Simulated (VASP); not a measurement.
# SnTe (Fm-3m) in VASP: a series of runs, part 2 of 2

VASP 6.6.1. The steps go on from the part before.

**3. Relaxation of cell and atoms, LDA, target pressure 5 GPa, at which the enthalpy is minimised**

File INCAR:

```
  ALGO = Normal
  EDIFF = 1E-7
  EDIFFG = -0.01
  ENCUT = 500
  GGA_COMPAT = F
  IBRION = 2
  ISIF = 3
  ISMEAR = 0
  LASPH = T
  LCHARG = F
  LREAL = F
  LWAVE = F
  NELM = 120
  NELMIN = 4
  NSW = 80
  PREC = Accurate
  PSTRESS = 50.0
  SIGMA = 0.01
```

File KPOINTS:

```
k-points
0
Gamma
  6 6 6
```

File POSCAR:

```
SnTe
1.0
    0.0000000000      3.1508500000      3.1508500000
    3.1508500000      0.0000000000      3.1508500000
    3.1508500000      3.1508500000      0.0000000000
Sn Te
1 1
Direct
    0.0000000000      0.0000000000      0.0000000000
    0.5000000000      0.5000000000      0.5000000000
```

Potentials or basis: VASP PAW LDA potentials, release 64 (Sn_d, Te).

The run is started by

```
> cat potpaw_LDA.64/Sn_d/POTCAR potpaw_LDA.64/Te/POTCAR > POTCAR
> mpirun -np 1 vasp_std > vasp.out
```

OUTCAR:

```text
EDIFF = 1E-7
   EDIFFG = -0.01
   ENCUT = 500
   IBRION = 2
   ISIF = 3
   ISMEAR = 0
   LASPH = T
   LREAL = F
   NELM = 120
   NELMIN = 4
   NSW = 80
   PREC = Accurate
   PSTRESS = 50.0

 ion  position               nearest neighbor table
   1  0.000  0.000  0.000-   2 3.15   2 3.15   2 3.15   2 3.15   2 3.15   2 3.15
   2  0.500  0.500  0.500-   1 3.15   1 3.15   1 3.15   1 3.15   1 3.15   1 3.15

  LATTYP: Found a face centered cubic cell.
 ALAT       =     6.3017000000

  Lattice vectors:

 A1 = (   0.0000000000,   3.1508500000,   3.1508500000)
 A2 = (   3.1508500000,   0.0000000000,   3.1508500000)
 A3 = (   3.1508500000,   3.1508500000,   0.0000000000)

Analysis of symmetry for initial positions (statically):
=====================================================================
 Subroutine PRICEL returns:
 Original cell was already a primitive cell.

 Routine SETGRP: Setting up the symmetry group for a
 face centered cubic supercell.

 Subroutine GETGRP returns: Found 48 space group operations
 (whereof 48 operations were pure point group operations)
 out of a pool of 48 trial point group operations.

The static configuration has the point symmetry O_h .

Analysis of symmetry for dynamics (positions and initial velocities):
=====================================================================
 Subroutine PRICEL returns:
 Original cell was already a primitive cell.
[... 141 lines left out ...]

 Free energy of the ion-electron system (eV)
  ---------------------------------------------------
  ext. energy  EPLUGINS =         0.00000000
  ---------------------------------------------------
  free energy    TOTEN  =        -8.82529839 eV

  energy without entropy =       -8.82529839  energy(sigma->0) =       -8.82529839

 E-fermi :   6.7529     XC(G=0):  -9.7425

 val. band max:        6.6802859046   @ k =   0.5000   0.0000   0.0000
 cond. band min:       6.7977383444   @ k =   0.5000   0.0000   0.0000
 fundamental gap:      0.1174524399
 Fermi energy:         6.7529377010

 k-point     1 :       0.0000    0.0000    0.0000
  band No.  band energies     occupation
      1     -15.0723      2.00000
      2     -15.0723      2.00000
      3     -15.0628      2.00000
      4     -15.0628      2.00000
      5     -15.0628      2.00000
      6      -6.0865      2.00000
      7       1.9358      2.00000
      8       4.6099      2.00000
      9       4.6099      2.00000
     10       4.6099      2.00000
     11      10.0163      0.00000
     12      10.0163      0.00000
     13      10.0163      0.00000
     14      11.5106      0.00000
[... 366 lines left out ...]
--------------------------------------- Ionic step        4  -------------------------------------------

 number of electron      19.9999996 magnetization

 Free energy of the ion-electron system (eV)
  ---------------------------------------------------
  ext. energy  EPLUGINS =         0.00000000
  ---------------------------------------------------
  free energy    TOTEN  =        -8.76664707 eV

  energy without entropy =       -8.76664707  energy(sigma->0) =       -8.76664707

 E-fermi :   8.2117     XC(G=0): -10.2339

 val. band max:        8.0912892383   @ k =   0.5000   0.0000   0.0000
 cond. band min:       8.3557288669   @ k =   0.5000   0.0000   0.0000
 fundamental gap:      0.2644396285
 Fermi energy:         8.2116963340

 k-point     1 :       0.0000    0.0000    0.0000
  band No.  band energies     occupation
      1     -13.6885      2.00000
      2     -13.6885      2.00000
      3     -13.6714      2.00000
      4     -13.6714      2.00000
      5     -13.6714      2.00000
      6      -5.4820      2.00000
      7       3.8958      2.00000
      8       5.7795      2.00000
      9       5.7795      2.00000
     10       5.7795      2.00000
     11      11.7248      0.00000
     12      11.7248      0.00000
     13      11.7248      0.00000
     14      12.7881      0.00000
[... 286 lines left out ...]
  energy  without entropy=       -8.7666470680  energy(sigma->0) =       -8.76664707

  enthalpy is  TOTEN    =        -7.0189265484 eV   P V=        1.7477205196

 reached required accuracy - stopping structural energy minimisation
```

OSZICAR:

```text
N       E                     dE             d eps       ncg     rms          rms(c)
DAV:   1     0.117902075351E+03    0.11790E+03   -0.97094E+03   454   0.161E+03
DAV:   2     0.450121855937E+00   -0.11745E+03   -0.11574E+03   484   0.361E+02
DAV:   3    -0.863944851933E+01   -0.90896E+01   -0.90524E+01   580   0.943E+01
[... 37 lines left out ...]
DAV:   2    -0.876681138030E+01    0.65477E-03   -0.11518E-03   544   0.626E-01    0.698E-02
DAV:   3    -0.876665479414E+01    0.15659E-03   -0.43573E-04   564   0.346E-01    0.134E-02
DAV:   4    -0.876664953158E+01    0.52626E-05   -0.14577E-05   524   0.368E-02    0.156E-02
DAV:   5    -0.876664714922E+01    0.23824E-05   -0.14425E-06   664   0.113E-02    0.338E-03
DAV:   6    -0.876664706800E+01    0.81227E-07   -0.22458E-07   344   0.850E-03
   4 F= -.70189265E+01 E0= -.70189265E+01  d E =-.146045E+00
```

It took 30 s on 1 thread of Intel Xeon Platinum 8375C at 2.90GHz (Ice Lake), shared host; peak memory 0.17 GiB.

What came out:

```yaml
Free_energy: -8.7666 eV
Relaxed_volume: 28.00 Å³/atom
Relaxed_cell: a = 4.294 Å, b = 4.294 Å, c = 4.294 Å, α = 60.00°, β = 60.00°, γ = 60.00°
Space_group_after_relaxing_to_0.05_Å: Fm-3m (No. 225)
Energy_change_on_relaxing_the_enthalpy_is_what_falls: +29.3 meV/atom
Ionic_steps: 4
Pressure_after_relaxing: 5.0 GPa
Band_gap_on_the_k_mesh: 0.26 eV, direct
```

The path:
| step | energy change (eV) | largest force (eV/Å) | pressure (GPa) | volume (Å³) |
| --- | --- | --- | --- | --- |
| 1 | 0.0000 | 0.0000 | -1.52 | 62.56 |
| 2 | 0.2755 | 0.0000 | 10.88 | 51.72 |
| 3 | 0.0548 | 0.0000 | 4.86 | 56.13 |
| 4 | 0.0587 | 0.0000 | 5.04 | 56.00 |

Final structure:
```
Sn Te
1.0
     0.00000    3.03665    3.03665
     3.03665    0.00000    3.03665
     3.03665    3.03665    0.00000
Sn Te
1 1
Direct
  0.00000 0.00000 0.00000
  0.50000 0.50000 0.50000
```

Levels at points of the mesh, in eV from the valence-band top:
```csv
k point,band 7,band 8,band 9,band 10,band 11,band 12,band 13,band 14
"(0.00, 0.00, 0.00)",-4.20,-2.31,-2.31,-2.31,3.63,3.63,3.63,4.70
"(0.50, 0.00, 0.00)",-8.92,-1.92,-1.92,0.00,0.26,0.26,0.46,8.15
"(0.50, 0.50, 0.00)",-6.54,-6.27,-4.17,-4.17,1.85,5.54,5.54,7.30
```

Caveat: the cell is relaxed towards a set pressure, so the enthalpy falls and the energy may rise; spin-orbit coupling is left out, which moves the levels of the heavy elements. A k mesh can miss the band edges.

**4. Relaxation of cell and atoms, LDA, target pressure 10 GPa, at which the enthalpy is minimised**

File INCAR:

```
ALGO = Normal ; EDIFF = 1E-7
EDIFFG = -0.01 ; ENCUT = 500
GGA = CA ; GGA_COMPAT = False
IBRION = 2 ; ISIF = 3
ISMEAR = 0 ; LASPH = True
LCHARG = False ; LREAL = False
LWAVE = False ; NELM = 120
NELMIN = 4 ; NSW = 80
PREC = Accurate ; PSTRESS = 100.0
SIGMA = 0.01
```

KPOINTS is that of step 3.

POSCAR is that of step 3.

Potentials or basis: VASP PAW LDA potentials, release 64 (Sn_d, Te).

The run is started by

```
> cat potpaw_LDA.64/Sn_d/POTCAR potpaw_LDA.64/Te/POTCAR > POTCAR
> mpirun -np 1 vasp_std > vasp.out
```

OUTCAR:

```text
EDIFF = 1E-7
   EDIFFG = -0.01
   ENCUT = 500
   GGA = CA
   IBRION = 2
   ISIF = 3
   ISMEAR = 0
   LASPH = True
   LREAL = False
   NELM = 120
   NELMIN = 4
   NSW = 80
   PREC = Accurate
   PSTRESS = 100.0

 ion  position               nearest neighbor table
   1  0.000  0.000  0.000-   2 3.15   2 3.15   2 3.15   2 3.15   2 3.15   2 3.15
   2  0.500  0.500  0.500-   1 3.15   1 3.15   1 3.15   1 3.15   1 3.15   1 3.15

  LATTYP: Found a face centered cubic cell.
 ALAT       =     6.3017000000

  Lattice vectors:

 A1 = (   0.0000000000,   3.1508500000,   3.1508500000)
 A2 = (   3.1508500000,   0.0000000000,   3.1508500000)
 A3 = (   3.1508500000,   3.1508500000,   0.0000000000)

Analysis of symmetry for initial positions (statically):
=====================================================================
 Subroutine PRICEL returns:
 Original cell was already a primitive cell.

 Routine SETGRP: Setting up the symmetry group for a
 face centered cubic supercell.

 Subroutine GETGRP returns: Found 48 space group operations
 (whereof 48 operations were pure point group operations)
 out of a pool of 48 trial point group operations.

The static configuration has the point symmetry O_h .

Analysis of symmetry for dynamics (positions and initial velocities):
=====================================================================
 Subroutine PRICEL returns:
 Original cell was already a primitive cell.

 Routine SETGRP: Setting up the symmetry group for a
 face centered cubic supercell.

 Subroutine GETGRP returns: Found 48 space group operations
 (whereof 48 operations were pure point group operations)
 out of a pool of 48 trial point group operations.

The dynamic configuration has the point symmetry O_h .

 Subroutine INISYM returns: Found 48 space group operations
 (whereof 48 operations are pure point group operations),
 and found     1 'primitive' translations

----------------------------------------------------------------------------------------

                                     Primitive cell

  volume of cell :      62.5624

  direct lattice vectors                    reciprocal lattice vectors
     0.000000000  3.150850000  3.150850000    -0.158687338  0.158687338  0.158687338
     3.150850000  0.000000000  3.150850000     0.158687338 -0.158687338  0.158687338
     3.150850000  3.150850000  0.000000000     0.158687338  0.158687338 -0.158687338

  length of vectors
     4.455974803  4.455974803  4.455974803     0.274854533  0.274854533  0.274854533

  position of ions in fractional coordinates (direct lattice)
     0.000000000  0.000000000  0.000000000
     0.500000000  0.500000000  0.500000000

  ion indices of the primitive-cell ions
   primitive index   ion index
                 1           1
                 2           2

----------------------------------------------------------------------------------------

 KPOINTS: k-points

Automatic generation of k-mesh.
 Grid dimensions read from file:
 generate k-points for:    6    6    6

 Generating k-lattice:

  Cartesian coordinates                     Fractional coordinates (reciprocal lattice)
    -0.026447890  0.026447890  0.026447890     0.166666667  0.000000000  0.000000000
     0.026447890 -0.026447890  0.026447890     0.000000000  0.166666667  0.000000000
     0.026447890  0.026447890 -0.026447890     0.000000000  0.000000000  0.166666667

  Length of vectors
     0.045809089  0.045809089  0.045809089

  Shift w.r.t. Gamma in fractional coordinates (k-lattice)
     0.000000000  0.000000000  0.000000000

 Subroutine IBZKPT returns following result:
 ===========================================

 Found     16 irreducible k-points:

 Following reciprocal coordinates:
            Coordinates               Weight
  0.000000  0.000000  0.000000      1.000000
  0.166667  0.000000  0.000000      8.000000
  0.333333  0.000000  0.000000      8.000000
  0.500000  0.000000  0.000000      4.000000
  0.166667  0.166667  0.000000      6.000000
  0.333333  0.166667  0.000000     24.000000
[... 8 lines left out ...]
 -0.333333  0.333333  0.166667     24.000000
 -0.333333  0.500000  0.166667     12.000000
   k-points           NKPTS =     16   k-points in BZ     NKDIM =     16   number of bands    NBANDS=     14
   number of dos      NEDOS =    301   number of ions     NIONS =      2
   total plane-waves  NPLWV =  32768
   dimension x,y,z NGX =    32 NGY =   32 NGZ =   32
   dimension x,y,z NGXF=    64 NGYF=   64 NGZF=   64
   ions per type =               1   1
   NGX,Y,Z   is equivalent  to a cutoff of  11.94, 11.94, 11.94 a.u.
   NGXF,Y,Z  is equivalent  to a cutoff of  23.88, 23.88, 23.88 a.u.
 SYSTEM =  unknown system
   PREC   = accura    normal or accurate (medium, high low for compatibility)
   ISTART =      0    job   : 0-new  1-cont  2-samecut
   ICHARG =      2    charge: 1-file 2-atom 10-const
   ISPIN  =      1    spin polarized calculation?
   LNONCOLLINEAR =      F non collinear calculations
   LSORBIT =      F    spin-orbit coupling
   LASPH  =      T    aspherical Exc in radial PAW
   ENCUT  =  500.0 eV  36.75 Ry    6.06 a.u.   8.12  8.12  8.12*2*pi/ulx,y,z
   NELM   =    120;   NELMIN=  4; NELMDL= -5     # of ELM steps
   EDIFF  = 0.1E-06   stopping-criterion for ELM
   LREAL  =      F    real-space projection
   EDIFFG = -.1E-01   stopping-criterion for IOM
   NSW    =     80    number of steps for IOM
   IBRION =      2    ionic relax: 0-MD 1-quasi-New 2-CG
   NFREE  =      1    steps in history (QN), initial steepest desc. (CG)
   ISIF   =      3    stress and relaxation
   ISYM   =      2    0-nonsym 1-usesym 2-fastsym
   POTIM  = 0.5000    time-step for ionic-motion
   TEBEG  =    0.0;   TEEND  =   0.0 temperature during run
   PSTRESS=  100.0 pullay stress
   NELECT =      20.0000    total number of electrons
   NUPDOWN=      -1.0000    fix difference up-down
   EMIN   =  10.00;   EMAX   =-10.00  energy-range for DOS
   EFERMI =   0.00;   METHOD = LEGACY
   ISMEAR =     0;   SIGMA  =   0.01  broadening in eV -4-tet -1-fermi 0-gaus
   EFERMI_NEDOS =   21; number of points for ismear=-14 and -15
   IALGO  =     38    algorithm
   IMIX   =      4    mixing-type and parameters
     AMIX     =   0.40;   BMIX     =  1.00
     AMIX_MAG =   1.60;   BMIX_MAG =  1.00
  volume/ion in A,a.u.               =      31.28       211.10
  Fermi-wavevector in a.u.,A,eV,Ry     =   1.119387  2.115336 17.048485  1.253028
  Thomas-Fermi vector in A             =   2.256026
   LORBIT       =      0    0 simple, 1 ext, 2 COOP (PROOUT), +10 PAW based schemes
   GGA     = CA    functional components
   LHFCALC =     F    Hartree Fock is set to
   AEXX    =    0.0000 exact exchange contribution
   IVDW    =     0    specifies the selected vdW correction
   LEPSILON=     F    determine dielectric tensor
   LRPA    =     F    only Hartree local field effects (RPA)
 conjugate gradient relaxation of ions
 non-spin polarized calculation
 Gauss-broadening in eV      SIGMA  =   0.01
  energy-cutoff  :      500.00
  volume of cell :       62.56
 maximum number of plane-waves:      1639
   NGX = 17   NGY = 17   NGZ = 17

--------------------------------------- Ionic step        1  -------------------------------------------

 number of electron      20.0000011 magnetization

 Free energy of the ion-electron system (eV)
  ---------------------------------------------------
  ext. energy  EPLUGINS =         0.00000000
  ---------------------------------------------------
  free energy    TOTEN  =        -8.82529839 eV

  energy without entropy =       -8.82529839  energy(sigma->0) =       -8.82529839

 E-fermi :   6.7529     XC(G=0):  -9.7425

 val. band max:        6.6802859046   @ k =   0.5000   0.0000   0.0000
 cond. band min:       6.7977383444   @ k =   0.5000   0.0000   0.0000
 fundamental gap:      0.1174524399
 Fermi energy:         6.7529377010

 k-point     1 :       0.0000    0.0000    0.0000
  band No.  band energies     occupation
      1     -15.0723      2.00000
      2     -15.0723      2.00000
      3     -15.0628      2.00000
      4     -15.0628      2.00000
      5     -15.0628      2.00000
      6      -6.0865      2.00000
      7       1.9358      2.00000
      8       4.6099      2.00000
      9       4.6099      2.00000
     10       4.6099      2.00000
     11      10.0163      0.00000
     12      10.0163      0.00000
[... 607 lines left out ...]
  enthalpy is  TOTEN    =        -4.8596845080 eV   P V=        2.7662827166

--------------------------------------- Ionic step        3  -------------------------------------------

 number of electron      20.0000007 magnetization

 Free energy of the ion-electron system (eV)
  ---------------------------------------------------
  ext. energy  EPLUGINS =         0.00000000
  ---------------------------------------------------
  free energy    TOTEN  =        -8.61654466 eV

  energy without entropy =       -8.61644360  energy(sigma->0) =       -8.61649413

 E-fermi :   9.0885     XC(G=0): -10.5054

 val. band max:        9.0751554855   @ k =  -0.1667   0.1667   0.0000
 cond. band min:       9.1006012651   @ k =   0.5000   0.0000   0.0000
 fundamental gap:      0.0254457796
 Fermi energy:         9.0885309513

 k-point     1 :       0.0000    0.0000    0.0000
  band No.  band energies     occupation
      1     -12.9061      2.00000
      2     -12.9061      2.00000
      3     -12.8840      2.00000
      4     -12.8840      2.00000
      5     -12.8840      2.00000
      6      -5.1409      2.00000
      7       5.0595      2.00000
      8       6.4668      2.00000
      9       6.4668      2.00000
     10       6.4668      2.00000
     11      12.7047      0.00000
     12      12.7047      0.00000
[... 284 lines left out ...]
  FREE ENERGIE OF THE ION-ELECTRON SYSTEM (eV)
  ---------------------------------------------------
  free  energy   TOTEN  =        -8.6165446597 eV

  energy  without entropy=       -8.6164436002  energy(sigma->0) =       -8.61649413

  enthalpy is  TOTEN    =        -5.3231379393 eV   P V=        3.2934067204

 reached required accuracy - stopping structural energy minimisation
```

OSZICAR:

```text
N       E                     dE             d eps       ncg     rms          rms(c)
DAV:   1     0.117902075351E+03    0.11790E+03   -0.97094E+03   454   0.161E+03
DAV:   2     0.450121855937E+00   -0.11745E+03   -0.11574E+03   484   0.361E+02
DAV:   3    -0.863944851933E+01   -0.90896E+01   -0.90524E+01   580   0.943E+01
[... 32 lines left out ...]
DAV:   7    -0.861654866123E+01    0.16490E-03   -0.66506E-04   562   0.463E-01    0.269E-02
DAV:   8    -0.861655075233E+01   -0.20911E-05   -0.51300E-05   472   0.723E-02    0.195E-02
DAV:   9    -0.861654480114E+01    0.59512E-05   -0.24262E-05   538   0.841E-02    0.552E-03
DAV:  10    -0.861654467919E+01    0.12196E-06   -0.18085E-06   496   0.978E-03    0.375E-03
DAV:  11    -0.861654465966E+01    0.19533E-07   -0.11016E-07   248   0.479E-03
   3 F= -.53231379E+01 E0= -.53230874E+01  d E =-.402674E+00
```

CONTCAR:

```text
SnTe
   1.00000000000000
    -0.0000000000000000    2.9769758944317970    2.9769758944317970
     2.9769758944317970    0.0000000000000000    2.9769758944317970
     2.9769758944317970    2.9769758944317970   -0.0000000000000000
  Sn              Te
     1     1
Direct
     0.0000000000000000    0.0000000000000000    0.0000000000000000
     0.5000000000000000    0.5000000000000000    0.5000000000000000

  0.00000000E+00  0.00000000E+00  0.00000000E+00
  0.00000000E+00  0.00000000E+00  0.00000000E+00
```

Wall time 27 s (1 thread of Intel Xeon Platinum 8375C at 2.90GHz (Ice Lake), shared host); peak memory 0.16 GiB.

Results:

* Free energy: -8.6165 eV
* Relaxed volume: 26.38 Å³/atom
* Relaxed cell: a = 4.210 Å, b = 4.210 Å, c = 4.210 Å, α = 60.00°, β = 60.00°, γ = 60.00°
* Space group after relaxing (to 0.05 Å): Fm-3m (No. 225)
* Energy change on relaxing (the enthalpy is what falls): +104.4 meV/atom
* Ionic steps: 3
* Pressure after relaxing: 10.0 GPa
* Band gap on the k mesh: 0.03 eV, indirect (least direct gap 0.19 eV)

The path:
```csv
step,energy change (eV),largest force (eV/Å),pressure (GPa),volume (Å³)
1,0.0000,0.0000,-1.52,62.56
2,1.1993,0.0000,31.59,44.32
3,0.2088,0.0000,10.03,52.77
```

Final structure:
```
CELL_PARAMETERS angstrom
0.00000 2.97698 2.97698
2.97698 0.00000 2.97698
2.97698 2.97698 0.00000
ATOMIC_POSITIONS crystal
Sn 0.00000 0.00000 0.00000
Te 0.50000 0.50000 0.50000
```

Caveat: the cell is relaxed towards a set pressure, so the enthalpy falls and the energy may rise; the volume moved by over 15 % at a fixed basis, so the end points are rough; spin-orbit coupling is left out, which moves the levels of the heavy elements. A k mesh can miss the band edges.

**5. The runs side by side**

| cell | gap on the mesh (eV) | pressure (GPa) |
| --- | --- | --- |
| relaxed to 2 GPa | 0.31 | 2.0 |
| relaxed to 5 GPa | 0.26 | 5.0 |
| relaxed to 10 GPa | 0.03 | 10.0 |

Alike in all rows: task relaxation of cell and atoms; level LDA; potentials or basis VASP PAW LDA potentials, release 64 (Sn_d, Te); no spin polarisation; k mesh 6 × 6 × 6; cutoff (eV) 500; smearing gaussian 0.01 eV.

Caveats: the cell is relaxed towards a set pressure, so the enthalpy falls and the energy may rise; spin-orbit coupling is left out, which moves the levels of the heavy elements; the volume moved by over 15 % at a fixed basis, so the end points are rough (some runs).

Absolute energies hang on the potentials; compare differences alone.
